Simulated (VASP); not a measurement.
# W3C in VASP: a series of runs

W3C is run at these levels: PBE; tasks: single point.

All numbers are computed with VASP 6.6.1; they aren't measurements. Logs are shortened: lines on timing, memory, paths and dates and some standing lists are left out, and cuts for length are marked.

### 1 The cell of the first run

The cell holds a slab with vacuum, 4 atoms: a = 2.855 Å, b = 2.855 Å, c = 20.197 Å, α = 90.00°, β = 90.00°, γ = 120.00°.

### 2 Single point, PBE

File INCAR:

```
PREC = Accurate
ENCUT = 520
EDIFF = 1E-7
ISMEAR = 0
SIGMA = 0.1
LREAL = False
LASPH = True
NELM = 100
ALGO = Normal
ISIF = 2
LWAVE = False
LCHARG = False
LDIPOL = True
IDIPOL = 3
DIPOL = 0.5 0.5 0.363
GGA = PE
NBANDS = 31
```

File KPOINTS:

```
Automatic mesh
0
Gamma
  9 9 1
```

File POSCAR:

```
W3C
1.0
    2.8547213223      0.0000000000      0.0000000000
   -1.4273606611      2.4722611858      0.0000000000
    0.0000000000      0.0000000000     20.1973423164
W C
3 1
Direct
    0.6666666667      0.3333333333      0.1980458586
    0.3333333333      0.6666666667      0.3143385340
    0.0000000000      0.0000000000      0.4306181566
    0.0000000000      0.3333333333      0.5082043726
```

Potentials or basis: VASP PAW PBE potentials, release 64 (W_sv, C).

Launch:

```sh
> cat potpaw_PBE.64/W_sv/POTCAR potpaw_PBE.64/C/POTCAR > POTCAR
> mpirun -np 1 vasp_std > vasp.out
```

OUTCAR:

```text
PREC = Accurate
   ENCUT = 520
   EDIFF = 1E-7
   ISMEAR = 0
   LREAL = False
   LASPH = True
   NELM = 100
   ISIF = 2
   GGA = PE

 ion  position               nearest neighbor table
   1  0.667  0.333  0.198-   2 2.87   2 2.87   2 2.87
   2  0.333  0.667  0.314-   3 2.87   3 2.87   3 2.87   1 2.87   1 2.87   1 2.87
   3  0.000  0.000  0.431-   4 1.83   4 2.47   2 2.87   2 2.87   2 2.87
   4  0.000  0.333  0.508-   3 1.83   3 2.47

  LATTYP: Found a hexagonal cell.
 ALAT       =     2.8547213223
 C/A-ratio  =     7.0750661925

  Lattice vectors:

 A1 = (   2.8547213223,   0.0000000000,   0.0000000000)
 A2 = (  -1.4273606611,   2.4722611858,   0.0000000000)
 A3 = (   0.0000000000,   0.0000000000,  20.1973423164)

Analysis of symmetry for initial positions (statically):
=====================================================================
 Subroutine PRICEL returns:
 Original cell was already a primitive cell.

 Routine SETGRP: Setting up the symmetry group for a
 hexagonal supercell.

 Subroutine GETGRP returns: Found  1 space group operations
 (whereof  1 operations were pure point group operations)
 out of a pool of 24 trial point group operations.

The static configuration has the point symmetry C_1 .

Analysis of symmetry for dynamics (positions and initial velocities):
=====================================================================
 Subroutine PRICEL returns:
 Original cell was already a primitive cell.

 Routine SETGRP: Setting up the symmetry group for a
 hexagonal supercell.

 Subroutine GETGRP returns: Found  1 space group operations
 (whereof  1 operations were pure point group operations)
 out of a pool of 24 trial point group operations.

The dynamic configuration has the point symmetry C_1 .

 Subroutine INISYM returns: Found  1 space group operations
 (whereof  1 operations are pure point group operations),
 and found     1 'primitive' translations

----------------------------------------------------------------------------------------

                                     Primitive cell

  volume of cell :     142.5451

  direct lattice vectors                    reciprocal lattice vectors
     2.854721322  0.000000000  0.000000000     0.350296890  0.202244004  0.000000000
    -1.427360661  2.472261186  0.000000000     0.000000000  0.404488007  0.000000000
     0.000000000  0.000000000 20.197342316     0.000000000  0.000000000  0.049511465

  length of vectors
     2.854721322  2.854721322 20.197342316     0.404488007  0.404488007  0.049511465

  position of ions in fractional coordinates (direct lattice)
     0.666666667  0.333333333  0.198045859
     0.333333333  0.666666667  0.314338534
     0.000000000  0.000000000  0.430618157
     1.000000000  0.333333333  0.508204373

  ion indices of the primitive-cell ions
   primitive index   ion index
                 1           1
                 2           2
                 3           3
                 4           4

----------------------------------------------------------------------------------------

 KPOINTS: Automatic mesh

Automatic generation of k-mesh.
 Grid dimensions read from file:
 generate k-points for:    9    9    1

 Generating k-lattice:

  Cartesian coordinates                     Fractional coordinates (reciprocal lattice)
     0.038921877  0.022471556  0.000000000     0.111111111 -0.000000000  0.000000000
     0.000000000  0.044943112  0.000000000     0.000000000  0.111111111  0.000000000
     0.000000000  0.000000000  0.049511465     0.000000000  0.000000000  1.000000000

  Length of vectors
     0.044943112  0.044943112  0.049511465

  Shift w.r.t. Gamma in fractional coordinates (k-lattice)
     0.000000000  0.000000000  0.000000000

 Subroutine IBZKPT returns following result:
 ===========================================

 Found     41 irreducible k-points:

 Following reciprocal coordinates:
            Coordinates               Weight
  0.000000  0.000000  0.000000      1.000000
  0.111111 -0.000000  0.000000      2.000000
  0.000000  0.111111  0.000000      2.000000
 -0.111111  0.111111  0.000000      2.000000
  0.222222 -0.000000  0.000000      2.000000
  0.000000  0.222222  0.000000      2.000000
[... 16 lines left out ...]
  0.333333  0.111111  0.000000      2.000000
 -0.111111  0.444444  0.000000      2.000000
 [... further k-points ...]
   k-points           NKPTS =     41   k-points in BZ     NKDIM =     41   number of bands    NBANDS=     31
   number of dos      NEDOS =    301   number of ions     NIONS =      4
   total plane-waves  NPLWV =  86400
   dimension x,y,z NGX =    24 NGY =   24 NGZ =  150
   dimension x,y,z NGXF=    48 NGYF=   48 NGZF=  300
   ions per type =               3   1
   NGX,Y,Z   is equivalent  to a cutoff of  13.98, 13.98, 12.35 a.u.
   NGXF,Y,Z  is equivalent  to a cutoff of  27.95, 27.95, 24.69 a.u.
 SYSTEM =  unknown system
   PREC   = accura    normal or accurate (medium, high low for compatibility)
   ISTART =      0    job   : 0-new  1-cont  2-samecut
   ICHARG =      2    charge: 1-file 2-atom 10-const
   ISPIN  =      1    spin polarized calculation?
   LNONCOLLINEAR =      F non collinear calculations
   LSORBIT =      F    spin-orbit coupling
   LASPH  =      T    aspherical Exc in radial PAW
   ENCUT  =  520.0 eV  38.22 Ry    6.18 a.u.   5.31  5.31 37.55*2*pi/ulx,y,z
   NELM   =    100;   NELMIN=  2; NELMDL= -5     # of ELM steps
   EDIFF  = 0.1E-06   stopping-criterion for ELM
   LREAL  =      F    real-space projection
   EDIFFG = 0.1E-05   stopping-criterion for IOM
   NSW    =      0    number of steps for IOM
   IBRION =     -1    ionic relax: 0-MD 1-quasi-New 2-CG
   NFREE  =      0    steps in history (QN), initial steepest desc. (CG)
   ISIF   =      2    stress and relaxation
   ISYM   =      2    0-nonsym 1-usesym 2-fastsym
   POTIM  = 0.5000    time-step for ionic-motion
   TEBEG  =    0.0;   TEEND  =   0.0 temperature during run
   PSTRESS=    0.0 pullay stress
   NELECT =      46.0000    total number of electrons
   NUPDOWN=      -1.0000    fix difference up-down
   EMIN   =  10.00;   EMAX   =-10.00  energy-range for DOS
   EFERMI =   0.00;   METHOD = LEGACY
   ISMEAR =     0;   SIGMA  =   0.10  broadening in eV -4-tet -1-fermi 0-gaus
   EFERMI_NEDOS =   21; number of points for ismear=-14 and -15
   IALGO  =     38    algorithm
   IMIX   =      4    mixing-type and parameters
     AMIX     =   0.40;   BMIX     =  1.00
     AMIX_MAG =   1.60;   BMIX_MAG =  1.00
  volume/ion in A,a.u.               =      35.64       240.49
  Fermi-wavevector in a.u.,A,eV,Ry     =   1.122906  2.121984 17.155825  1.260918
  Thomas-Fermi vector in A             =   2.259569
   LORBIT       =      0    0 simple, 1 ext, 2 COOP (PROOUT), +10 PAW based schemes
   GGA     = PE    functional components
   LHFCALC =     F    Hartree Fock is set to
   AEXX    =    0.0000 exact exchange contribution
   IVDW    =     0    specifies the selected vdW correction
   LEPSILON=     F    determine dielectric tensor
   LRPA    =     F    only Hartree local field effects (RPA)
 non-spin polarized calculation
 Gauss-broadening in eV      SIGMA  =   0.10
  energy-cutoff  :      520.00
  volume of cell :      142.55
 maximum number of plane-waves:      3867
 NGX is ok and might be reduce to    24
   NGX = 11   NGY = 11   NGZ = 75

 dipolmoment           0.000000      0.000000     -0.024126 electrons x Angstroem

 number of electron      46.0000000 magnetization

 dipolmoment           0.000000      0.000000      0.068568 electrons x Angstroem

 Free energy of the ion-electron system (eV)
  ---------------------------------------------------
  ext. energy  EPLUGINS =         0.00000000
  ---------------------------------------------------
  free energy    TOTEN  =       -41.78273648 eV

  energy without entropy =      -41.76458952  energy(sigma->0) =      -41.77366300

 E-fermi :   0.3058     XC(G=0):  -6.2323

 val. band max:        0.3005855909   @ k =   0.0000   0.0000   0.0000
 cond. band min:       0.3324069396   @ k =   0.0000   0.0000   0.0000
 fundamental gap:      0.0318213487
 Fermi energy:         0.3057714190

 k-point     1 :       0.0000    0.0000    0.0000
  band No.  band energies     occupation
      1     -73.4454      2.00000
      2     -73.3937      2.00000
      3     -73.2626      2.00000
      4     -38.0750      2.00000
      5     -37.6949      2.00000
      6     -37.3077      2.00000
[... 23 lines left out ...]
     30       2.9381      0.00000
     31       4.0239      0.00000

 k-point     2 :       0.1111   -0.0000    0.0000
  band No.  band energies     occupation
      1     -73.4360      2.00000
      2     -73.3867      2.00000
      3     -73.2547      2.00000
      4     -38.0441      2.00000
      5     -37.6929      2.00000
      6     -37.3380      2.00000
[... 23 lines left out ...]
     30       3.1714      0.00000
     31       4.0809      0.00000

 k-point     3 :       0.0000    0.1111    0.0000
  band No.  band energies     occupation
      1     -73.4360      2.00000
      2     -73.3867      2.00000
      3     -73.2546      2.00000
      4     -38.0436      2.00000
      5     -37.6920      2.00000
      6     -37.3416      2.00000
[... 23 lines left out ...]
     30       3.0771      0.00000
     31       4.0358      0.00000

 k-point     4 :      -0.1111    0.1111    0.0000
  band No.  band energies     occupation
      1     -73.4360      2.00000
      2     -73.3867      2.00000
      3     -73.2546      2.00000
      4     -38.0433      2.00000
      5     -37.6931      2.00000
      6     -37.3503      2.00000
[... 635 lines left out ...]
     30       3.7840      0.00000
     31       4.2378      0.00000

 k-point    23 :       0.3333    0.1111    0.0000
  band No.  band energies     occupation
      1     -73.3674      2.00000
      2     -73.3420      2.00000
      3     -73.2003      2.00000
      4     -38.0165      2.00000
      5     -37.9653      2.00000
      6     -37.8456      2.00000
[... 23 lines left out ...]
     30       4.9618      0.00000
     31       5.5325      0.00000

 k-point    24 :      -0.1111    0.4444    0.0000
  band No.  band energies     occupation
      1     -73.3674      2.00000
      2     -73.3420      2.00000
      3     -73.1996      2.00000
      4     -38.0143      2.00000
      5     -37.9878      2.00000
      6     -37.8618      2.00000
[... 23 lines left out ...]
     30       4.9425      0.00000
     31       5.5073      0.00000

 [... further k-points ...]

------------------------ aborting loop because EDIFF is reached ----------------------------------------

 vacuum level on the upper side and lower side of the slab       (xc-potential included)         0.757        -0.998

  FORCE on cell =-STRESS in cart. coord.  units (eV):
  Direction    XX          YY          ZZ          XY          YZ          ZX
  --------------------------------------------------------------------------------------
  -------------------------------------------------------------------------------------
  Total       -1.9845958     -2.0388138      0.4106601     -0.9100520      2.4697731     -1.4456272
  in kB      -22.3064442    -22.9158433      4.6157337    -10.2287950     27.7597365    -16.2485491
  external PRESSURE =     -13.5355179 kB  Pullay stress =       0.0000000 kB

 VOLUME and BASIS-vectors are now :
 -----------------------------------------------------------------------------
  energy-cutoff  :      520.00
  volume of cell :      142.55
      direct lattice vectors                 reciprocal lattice vectors
     2.854721322  0.000000000  0.000000000     0.350296890  0.202244004  0.000000000
    -1.427360661  2.472261186  0.000000000     0.000000000  0.404488007  0.000000000
     0.000000000  0.000000000 20.197342316     0.000000000  0.000000000  0.049511465

 POSITION                                       TOTAL-FORCE (eV/Angst)
 -----------------------------------------------------------------------------------
      1.42736      0.82409      4.00000        -0.045782      0.038080     -0.161568
     -0.00000      1.64817      6.34880        -0.029107      0.180893      0.211729
      0.00000      0.00000      8.69734         1.178250     -2.180234     -0.167745
     -0.47579      0.82409     10.26438        -1.103360      1.961261      0.117584
 -----------------------------------------------------------------------------------
    total drift:                                0.000014     -0.000003      0.000261

  FREE ENERGIE OF THE ION-ELECTRON SYSTEM (eV)
  ---------------------------------------------------
  free  energy   TOTEN  =       -41.7827364800 eV

  energy  without entropy=      -41.7645895229  energy(sigma->0) =      -41.77366300

 vacuum level on the upper side and lower side of the slab         7.157         5.343
```

It took 11 min on 1 thread of Intel Xeon 8259CL, shared host; peak memory 0.36 GiB.

Results:

- Free energy: -41.7827 eV
- Largest force: 2.484 eV/Å
- Band gap on the k mesh: zero (bands 23 and 24 overlap by 0.77 eV)

Forces on the atoms (eV/Å):
```
W   -0.046  0.038 -0.162
W   -0.029  0.181  0.212
W    1.178 -2.180 -0.168
C   -1.103  1.961  0.118
```

Levels at points of the mesh, in eV from the Fermi level:
```csv
k point,band 21,band 22,band 23,band 24,band 25,band 26
"(0.00, 0.00, 0.00)",-0.55,-0.38,-0.16,-0.01,0.03,0.45
```

Caveat: spin-orbit coupling is left out, which moves the levels of the heavy elements.

### 3 Single point, PBE

File INCAR:

```
  PREC = Accurate
  ENCUT = 520
  EDIFF = 1E-6
  ISMEAR = 0
  SIGMA = 0.1
  LREAL = F
  LASPH = T
  NELM = 60
  ALGO = Normal
  ISIF = 2
  LWAVE = F
  LCHARG = T
  LDIPOL = T
  IDIPOL = 3
  DIPOL = 0.5 0.5 0.366
  GGA = PE
  LELF = T
  LVHAR = T
  LVACPOTAV = T
  NBANDS = 31
```

File KPOINTS:

```
regular mesh
0
Gamma
  9 9 1
```

Changes to POSCAR since step 2:

```diff
@@ -11,2 +11,2 @@
     0.0000000000      0.0000000000      0.4306181566
-    0.0000000000      0.3333333333      0.5082043726
+    0.0000000000      0.1666666667      0.5207327123
```

Potentials or basis: VASP PAW PBE potentials, release 64 (W_sv, C).

Launch:

```sh
> cat potpaw_PBE.64/W_sv/POTCAR potpaw_PBE.64/C/POTCAR > POTCAR
> mpirun -np 1 vasp_std > vasp.out
```

It took 11 min on 1 thread of Intel Xeon 8259CL, shared host; peak memory 0.36 GiB.

It converged, with:

```yaml
Free_energy: -40.9397 eV
Largest_force: 1.544 eV/Å
Band_gap_on_the_k_mesh: zero (bands 23 and 24 overlap by 0.82 eV)
```

Forces in eV/Å, atoms in the order of the input:
```
W   -0.018  0.029 -0.108
W    0.010  0.065  0.193
W    0.697 -1.363 -0.200
C   -0.690  1.269  0.115
```

Levels at points of the mesh, in eV from the Fermi level:
```csv
k point,band 21,band 22,band 23,band 24,band 25,band 26
"(0.00, 0.00, 0.00)",-0.56,-0.29,-0.24,-0.01,0.01,0.39
```

Caveat: spin-orbit coupling is left out, which moves the levels of the heavy elements.

(Part 1 of 2 ends here.)

The gap in the log of VASP goes by the Fermi energy; the results here count the filled bands.